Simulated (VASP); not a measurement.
Set up this calculation in VASP 6.6.1, as the native input.

| Item | Value |
| --- | --- |
| Task | single point |
| Functional | r2SCAN |
| Potentials or basis | VASP PAW PBE potentials, release 64 (Cd, Se) |
| Cutoff | 520 eV |
| k mesh | 6 × 6 × 4 |
| Occupations | gaussian, width 0.01 eV |
| Spin | no spin polarisation |
| Dipole correction | no |
| Further INCAR settings | ALGO = Normal; EDIFF = 1e-07; NBANDS = 26 |

Crystal: CdSe.

```xyz
4
Lattice="4.3183 0.0000 0.0000 -2.1592 3.7398 0.0000 0.0000 0.0000 7.1079" Properties=species:S:1:pos:R:3 pbc="T T T"
Cd    0.0000    2.4932    0.0396
Cd    2.1592    1.2466    3.5935
Se    0.0000    2.4932    2.6970
Se    2.1592    1.2466    6.2510
```

This cell differs from its parent crystal: in-plane strain -0.005, then relaxed in part.

These files were run (other wordings do the same):

POSCAR

```
CdSe
1.0
    4.3183418206      0.0000000000      0.0000000000
   -2.1591709103      3.7397937189      0.0000000000
    0.0000000000      0.0000000000      7.1079451841
Cd Se
2 2
Direct
    0.3333333333      0.6666666667      0.0055659086
    0.6666666667      0.3333333333      0.5055659086
    0.3333333333      0.6666666667      0.3794340914
    0.6666666667      0.3333333333      0.8794340914
```

INCAR.step1

```
SYSTEM = CdSe
PREC = Accurate ; ENCUT = 520
ISMEAR = 0 ; SIGMA = 0.01
LREAL = .False. ; LASPH = .True.
NELM = 80 ; NBANDS = 26
GGA = PE ; ALGO = Normal
EDIFF = 1E-4 ; LWAVE = .True.
LCHARG = .False.
```

INCAR.step2

```
SYSTEM = CdSe
PREC = Accurate ; ENCUT = 520
EDIFF = 1E-7 ; ISMEAR = 0
SIGMA = 0.01 ; LREAL = .False.
LASPH = .True. ; NELM = 80
ALGO = Normal ; ISIF = 2
LWAVE = .False. ; LCHARG = .True.
METAGGA = R2SCAN ; LMIXTAU = .True.
LELF = .True. ; LVHAR = .True.
NBANDS = 26 ; ISTART = 1
```

KPOINTS

```
regular mesh
0
Gamma
  6 6 4
  0 0 0
```

Potentials or basis: VASP PAW PBE potentials, release 64 (Cd, Se).

Run with:

```console
$ cat potpaw_PBE.64/Cd/POTCAR potpaw_PBE.64/Se/POTCAR > POTCAR
$ cp INCAR.step1 INCAR
$ mpirun -np 1 vasp_std > vasp.out
$ cp INCAR.step2 INCAR
$ mpirun -np 1 vasp_std > vasp.out
```

It gave:

| Quantity | Value |
| --- | --- |
| Pressure | 0.6 GPa |
| Band gap on the k mesh | 1.09 eV |

Caveat: the cell differs from its parent crystal (in-plane strain -0.005, then relaxed in part); the PAW data sets were made with another functional, which shifts forces and pressure a little.

Wall time 7 min on 1 thread of Intel Xeon 8259CL, with other jobs on the host, peak memory 0.27 GiB.
